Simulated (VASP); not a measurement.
# CaO (Pm-3m) in VASP: a series of runs

CaO is run at these levels: r2SCAN; tasks: single point.

Program: VASP 6.6.1. These are calculated values, not measurements. Logs are shortened: lines on timing, memory, paths and dates and some standing lists are left out, and cuts for length are marked.

### 1 The cell of the first run

It takes space group Pm-3m (No. 221, cubic). The conventional cell has a = 2.922 Å, b = 2.922 Å, c = 2.922 Å, α = 90.00°, β = 90.00°, γ = 90.00°. Ca (site symmetry m-3m) has 8 O at 2.53 Å and 6 Ca at 2.92 Å within 3.3 Å. Within 3.3 Å of O (site symmetry m-3m) lie 8 Ca at 2.53 Å and 6 O at 2.92 Å.

### 2 Single point, r2SCAN (12.48 Å³/atom)

POSCAR

```
CaO
1.0
    2.9221339385      0.0000000000      0.0000000000
    0.0000000000      2.9221339385      0.0000000000
    0.0000000000      0.0000000000      2.9221339385
Ca O
1 1
Direct
    0.0000000000      0.0000000000      0.0000000000
    0.5000000000      0.5000000000      0.5000000000
```

INCAR.step1

```
SYSTEM = CaO
PREC = Accurate
ENCUT = 1480
ISMEAR = 0
SIGMA = 0.05
LREAL = .FALSE.
LASPH = .TRUE.
NELM = 120
NBANDS = 15
GGA = PE
ALGO = Normal
EDIFF = 1E-5
LWAVE = .TRUE.
LCHARG = .FALSE.
GGA_COMPAT = .FALSE.
```

INCAR.step2

```
SYSTEM = CaO
PREC = Accurate
ENCUT = 1480
EDIFF = 1E-6
ISMEAR = 0
SIGMA = 0.05
LREAL = .FALSE.
LASPH = .TRUE.
NELM = 120
ALGO = Normal
ISIF = 2
LWAVE = .FALSE.
LCHARG = .FALSE.
METAGGA = R2SCAN
LMIXTAU = .TRUE.
NBANDS = 15
ISTART = 1
GGA_COMPAT = .FALSE.
```

KPOINTS

```
Automatic mesh
0
G
  8 8 8
  0 0 0
```

Potentials or basis: VASP PAW PBE potentials, release 64 (Ca_sv, O_h).

Run with:

```
$ cat potpaw_PBE.64/Ca_sv/POTCAR potpaw_PBE.64/O_h/POTCAR > POTCAR
$ cp INCAR.step1 INCAR
$ mpirun -np 1 vasp_std > vasp.out
$ cp INCAR.step2 INCAR
$ mpirun -np 1 vasp_std > vasp.out
```

OUTCAR:

```text
SYSTEM = CaO
   PREC = Accurate
   ENCUT = 1480
   EDIFF = 1E-6
   ISMEAR = 0
   LREAL = .FALSE.
   LASPH = .TRUE.
   NELM = 120
   ISIF = 2
   METAGGA = R2SCAN
   ISTART = 1

 ion  position               nearest neighbor table
   1  0.000  0.000  0.000-
   2  0.500  0.500  0.500-

  LATTYP: Found a simple cubic cell.
 ALAT       =     2.9221339385

  Lattice vectors:

 A1 = (   2.9221339385,   0.0000000000,   0.0000000000)
 A2 = (   0.0000000000,   2.9221339385,   0.0000000000)
 A3 = (   0.0000000000,   0.0000000000,   2.9221339385)

Analysis of symmetry for initial positions (statically):
=====================================================================
 Subroutine PRICEL returns:
 Original cell was already a primitive cell.

 Routine SETGRP: Setting up the symmetry group for a
 simple cubic supercell.

 Subroutine GETGRP returns: Found 48 space group operations
 (whereof 48 operations were pure point group operations)
 out of a pool of 48 trial point group operations.

The static configuration has the point symmetry O_h .

Analysis of symmetry for dynamics (positions and initial velocities):
=====================================================================
 Subroutine PRICEL returns:
 Original cell was already a primitive cell.

 Routine SETGRP: Setting up the symmetry group for a
 simple cubic supercell.

 Subroutine GETGRP returns: Found 48 space group operations
 (whereof 48 operations were pure point group operations)
 out of a pool of 48 trial point group operations.

The dynamic configuration has the point symmetry O_h .

 Subroutine INISYM returns: Found 48 space group operations
 (whereof 48 operations are pure point group operations),
 and found     1 'primitive' translations

----------------------------------------------------------------------------------------

                                     Primitive cell

  volume of cell :      24.9517

  direct lattice vectors                    reciprocal lattice vectors
     2.922133939  0.000000000  0.000000000     0.342215662  0.000000000  0.000000000
     0.000000000  2.922133939  0.000000000     0.000000000  0.342215662  0.000000000
     0.000000000  0.000000000  2.922133939     0.000000000  0.000000000  0.342215662

  length of vectors
     2.922133939  2.922133939  2.922133939     0.342215662  0.342215662  0.342215662

  position of ions in fractional coordinates (direct lattice)
[... 82 lines left out ...]
   NSW    =      0    number of steps for IOM
   IBRION =     -1    ionic relax: 0-MD 1-quasi-New 2-CG
   NFREE  =      0    steps in history (QN), initial steepest desc. (CG)
   ISIF   =      2    stress and relaxation
   ISYM   =      2    0-nonsym 1-usesym 2-fastsym
   POTIM  = 0.5000    time-step for ionic-motion
   TEBEG  =    0.0;   TEEND  =   0.0 temperature during run
   PSTRESS=    0.0 pullay stress
   NELECT =      16.0000    total number of electrons
   NUPDOWN=      -1.0000    fix difference up-down
   EMIN   =  10.00;   EMAX   =-10.00  energy-range for DOS
   EFERMI =   0.00;   METHOD = LEGACY
   ISMEAR =     0;   SIGMA  =   0.05  broadening in eV -4-tet -1-fermi 0-gaus
   EFERMI_NEDOS =   21; number of points for ismear=-14 and -15
   IALGO  =     38    algorithm
   IMIX   =      4    mixing-type and parameters
     AMIX     =   0.40;   BMIX     =  1.00
     AMIX_MAG =   1.60;   BMIX_MAG =  1.00
  volume/ion in A,a.u.               =      12.48        84.19
  Fermi-wavevector in a.u.,A,eV,Ry     =   1.411718  2.667761 27.115711  1.992949
  Thomas-Fermi vector in A             =   2.533541
   LORBIT       =      0    0 simple, 1 ext, 2 COOP (PROOUT), +10 PAW based schemes
   METAGGA = R2SCAN    functional components
   LHFCALC =     F    Hartree Fock is set to
   AEXX    =    0.0000 exact exchange contribution
   IVDW    =     0    specifies the selected vdW correction
   LEPSILON=     F    determine dielectric tensor
   LRPA    =     F    only Hartree local field effects (RPA)
 non-spin polarized calculation
 Gauss-broadening in eV      SIGMA  =   0.05
  energy-cutoff  :     1480.00
  volume of cell :       24.95
 maximum number of plane-waves:      3242
 NGX is ok and might be reduce to    40
   NGX = 19   NGY = 19   NGZ = 19

 number of electron      16.0000000 magnetization

 Free energy of the ion-electron system (eV)
  ---------------------------------------------------
  ext. energy  EPLUGINS =         0.00000000
  ---------------------------------------------------
  free energy    TOTEN  =       -18.52032325 eV

  energy without entropy =      -18.52032325  energy(sigma->0) =      -18.52032325

 E-fermi :   4.4099     XC(G=0): -11.7914

 val. band max:        4.0764584845   @ k =   0.5000   0.5000   0.0000
 cond. band min:       7.3621294900   @ k =   0.0000   0.0000   0.0000
 fundamental gap:      3.2856710055
 Fermi energy:         4.4099259204

 k-point     1 :       0.0000    0.0000    0.0000
  band No.  band energies     occupation
      1     -36.7901      2.00000
      2     -16.3922      2.00000
      3     -16.3922      2.00000
      4     -16.3922      2.00000
      5     -13.2741      2.00000
      6       3.7701      2.00000
      7       3.7701      2.00000
      8       3.7701      2.00000
      9       7.3621      0.00000
     10       7.3621      0.00000
     11       9.9497      0.00000
     12      13.0251      0.00000
     13      13.0251      0.00000
     14      13.0251      0.00000
[... 401 lines left out ...]
      2     -17.3415      2.00000
      3     -17.1211      2.00000
      4     -16.3348      2.00000
      5     -12.4775      2.00000
      6       1.5807      2.00000
      7       1.9101      2.00000
      8       3.3958      2.00000
      9       9.2355      0.00000
     10      10.1173      0.00000
     11      11.5104      0.00000
     12      11.6708      0.00000
     13      13.6338      0.00000
     14      18.4411      0.00000
     15      18.6631      0.00000

 [... further k-points ...]
[... 5 lines left out ...]
  --------------------------------------------------------------------------------------
  -------------------------------------------------------------------------------------
  Total       -0.2100662     -0.2100662     -0.2100662      0.0000000      0.0000000     -0.0000000
  in kB      -13.4885864    -13.4885864    -13.4885864      0.0000000      0.0000000     -0.0000000
  external PRESSURE =     -13.4885864 kB  Pullay stress =       0.0000000 kB

 VOLUME and BASIS-vectors are now :
 -----------------------------------------------------------------------------
  energy-cutoff  :     1480.00
  volume of cell :       24.95
      direct lattice vectors                 reciprocal lattice vectors
     2.922133939  0.000000000  0.000000000     0.342215662  0.000000000  0.000000000
     0.000000000  2.922133939  0.000000000     0.000000000  0.342215662  0.000000000
     0.000000000  0.000000000  2.922133939     0.000000000  0.000000000  0.342215662

 POSITION                                       TOTAL-FORCE (eV/Angst)
 -----------------------------------------------------------------------------------
      0.00000      0.00000      0.00000         0.000000      0.000000      0.000000
      1.46107      1.46107      1.46107         0.000000      0.000000      0.000000
 -----------------------------------------------------------------------------------
    total drift:                                0.000000      0.000000     -0.000000

  FREE ENERGIE OF THE ION-ELECTRON SYSTEM (eV)
  ---------------------------------------------------
  free  energy   TOTEN  =       -18.5203232480 eV

  energy  without entropy=      -18.5203232480  energy(sigma->0) =      -18.52032325
```

OUTCAR.step1:

```text
SYSTEM = CaO
   PREC = Accurate
   ENCUT = 1480
   ISMEAR = 0
   LREAL = .FALSE.
   LASPH = .TRUE.
[... 654 lines left out ...]
      0.00000      0.00000      0.00000         0.000000      0.000000      0.000000
      1.46107      1.46107      1.46107         0.000000      0.000000      0.000000
 -----------------------------------------------------------------------------------
    total drift:                                0.000000      0.000000     -0.000000

  FREE ENERGIE OF THE ION-ELECTRON SYSTEM (eV)
  ---------------------------------------------------
  free  energy   TOTEN  =       -11.8307965926 eV

  energy  without entropy=      -11.8307965926  energy(sigma->0) =      -11.83079659
```

OSZICAR.step1:

```text
N       E                     dE             d eps       ncg     rms          rms(c)
DAV:   1     0.204526489289E+03    0.20453E+03   -0.15823E+04  1050   0.248E+03
DAV:   2     0.439142481856E+01   -0.20014E+03   -0.18487E+03  1197   0.451E+02
DAV:   3    -0.128367159275E+02   -0.17228E+02   -0.16296E+02  1376   0.108E+02
DAV:   4    -0.133838322632E+02   -0.54712E+00   -0.54633E+00  1391   0.185E+01
DAV:   5    -0.133903654735E+02   -0.65332E-02   -0.65325E-02  1339   0.199E+00    0.831E+00
DAV:   6    -0.119032621533E+02    0.14871E+01   -0.34061E+00  1373   0.203E+01    0.335E+00
DAV:   7    -0.118512733806E+02    0.51989E-01   -0.39655E-01  1135   0.660E+00    0.173E+00
DAV:   8    -0.118328833187E+02    0.18390E-01   -0.11654E-01  1373   0.354E+00    0.534E-01
DAV:   9    -0.118303632921E+02    0.25200E-02   -0.91806E-03  1239   0.915E-01    0.116E-01
DAV:  10    -0.118308517529E+02   -0.48846E-03   -0.11631E-03  1302   0.417E-01    0.621E-02
DAV:  11    -0.118307945228E+02    0.57230E-04   -0.11097E-04  1333   0.161E-01    0.135E-02
DAV:  12    -0.118307965926E+02   -0.20698E-05   -0.18455E-05  1264   0.499E-02
   1 F= -.11830797E+02 E0= -.11830797E+02  d E =-.369159E-26
```

Wall time 3.2 min (1 thread of Intel Xeon Platinum 8259CL at 2.50GHz (Skylake/Cascade Lake), shared host); peak memory 0.31 GiB.

What came out:

```yaml
Free_energy: -18.5203 eV
Pressure: -1.3 GPa
Band_gap_on_the_k_mesh: 3.29 eV (least direct gap 3.59 eV)
```

Levels at points of the mesh, in eV from the valence-band top:
```tsv
k point	band 4	band 5	band 6	band 7	band 8	band 9	band 10	band 11	band 12	band 13
(0.00, 0.00, 0.00)	-20.47	-17.35	-0.31	-0.31	-0.31	3.29	3.29	5.87	8.95	8.95
(0.50, 0.00, 0.00)	-20.35	-16.17	-3.73	-0.77	-0.77	4.26	7.69	8.68	8.68	9.24
(0.50, 0.50, 0.00)	-20.26	-16.69	-2.13	-2.13	0.00	4.44	5.29	7.12	7.12	10.32
(0.50, 0.50, 0.50)	-21.16	-16.19	-3.37	-3.37	-3.37	8.48	8.48	8.48	10.45	10.45
```

Caveat: the PAW data sets were made with another functional, which shifts forces and pressure a little. A k mesh can miss the band edges.

### 3 Single point, r2SCAN (12.23 Å³/atom)

This run uses another cell than the first one, of 12.23 Å³/atom.

POSCAR

```
CaO
1.0
    2.9029088165      0.0000000000      0.0000000000
    0.0000000000      2.9029088165      0.0000000000
    0.0000000000      0.0000000000      2.9029088165
Ca O
1 1
Direct
    0.0000000000      0.0000000000      0.0000000000
    0.5000000000      0.5000000000      0.5000000000
```

INCAR.step1 is that of step 2.

INCAR.step2 is that of step 2.

KPOINTS is that of step 2.

Potentials or basis: VASP PAW PBE potentials, release 64 (Ca_sv, O_h).

Run with:

```
$ cat potpaw_PBE.64/Ca_sv/POTCAR potpaw_PBE.64/O_h/POTCAR > POTCAR
$ cp INCAR.step1 INCAR
$ mpirun -np 1 vasp_std > vasp.out
$ cp INCAR.step2 INCAR
$ mpirun -np 1 vasp_std > vasp.out
```

Wall time 1.7 min (1 thread of AMD EPYC 9R45 (Zen 5), shared host); peak memory 0.23 GiB.

Results (log left out):

```yaml
Free_energy: -18.5203 eV
Pressure: 1.1 GPa
Band_gap_on_the_k_mesh: 3.28 eV (least direct gap 3.58 eV)
```

Levels at points of the mesh, in eV from the valence-band top:
| k point | band 5 | band 6 | band 7 | band 8 | band 9 | band 10 | band 11 | band 12 |
| --- | --- | --- | --- | --- | --- | --- | --- | --- |
| (0.00, 0.00, 0.00) | -17.41 | -0.30 | -0.30 | -0.30 | 3.28 | 3.28 | 6.11 | 9.07 |
| (0.50, 0.00, 0.00) | -16.16 | -3.79 | -0.80 | -0.80 | 4.28 | 7.82 | 8.80 | 8.80 |
| (0.50, 0.50, 0.00) | -16.73 | -2.15 | -2.15 | 0.00 | 4.49 | 5.36 | 7.19 | 7.19 |
| (0.50, 0.50, 0.50) | -16.21 | -3.46 | -3.46 | -3.46 | 8.62 | 8.62 | 8.62 | 10.61 |

Caveat: the PAW data sets were made with another functional, which shifts forces and pressure a little. A k mesh can miss the band edges.
